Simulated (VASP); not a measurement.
Here is a VASP 6.6.1 calculation.

Contents of INCAR:

```
SYSTEM = NiO2
PREC = Accurate ; ENCUT = 700
EDIFF = 1E-6 ; ISMEAR = -1
SIGMA = 0.1 ; LREAL = .False.
LASPH = .True. ; NELM = 200
ALGO = Normal ; ISIF = 2
LWAVE = .False. ; LCHARG = .False.
ISPIN = 2 ; MAGMOM = 1 0 0
LORBIT = 11 ; LMAXMIX = 4
LDAU = .True. ; LDAUTYPE = 2
LDAUL = 2 -1 ; LDAUU = 5 0
LDAUJ = 0 0 ; LDAUPRINT = 1
GGA = CA ; NBANDS = 26
GGA_COMPAT = .False.
```

File KPOINTS:

```
Automatic mesh
0
Gamma
  4 4 4
  0 0 0
```

Contents of POSCAR:

```
NiO2
1.0
    1.4021290000      0.8095195556      6.9742946667
   -1.4021290000      0.8095195556      6.9742946667
    0.0000000000     -1.6190391112      6.9742946667
Ni O
1 2
Direct
    0.0000000000      0.0000000000      0.0000000000
    0.6212106667      0.6212106667      0.6212106667
    0.3787893333      0.3787893333      0.3787893333
```

Potentials or basis: VASP PAW LDA potentials, release 64 (Ni_sv_GW, O).

Launch:

```bash
$ cat potpaw_LDA.64/Ni_sv_GW/POTCAR potpaw_LDA.64/O/POTCAR > POTCAR
$ mpirun -np 1 vasp_std > vasp.out
```

(1) What does it give for the band gap on the k mesh?

(2) What does it give for the net moment?

(3) Predict the pressure.

## Answers

(1) 1.87 eV.

(2) 0.00 μB per cell.

(3) -8.4 GPa.

Caveat: the k points lie up to 0.65 Å⁻¹ apart; the moments typed at the start vanished in this run.
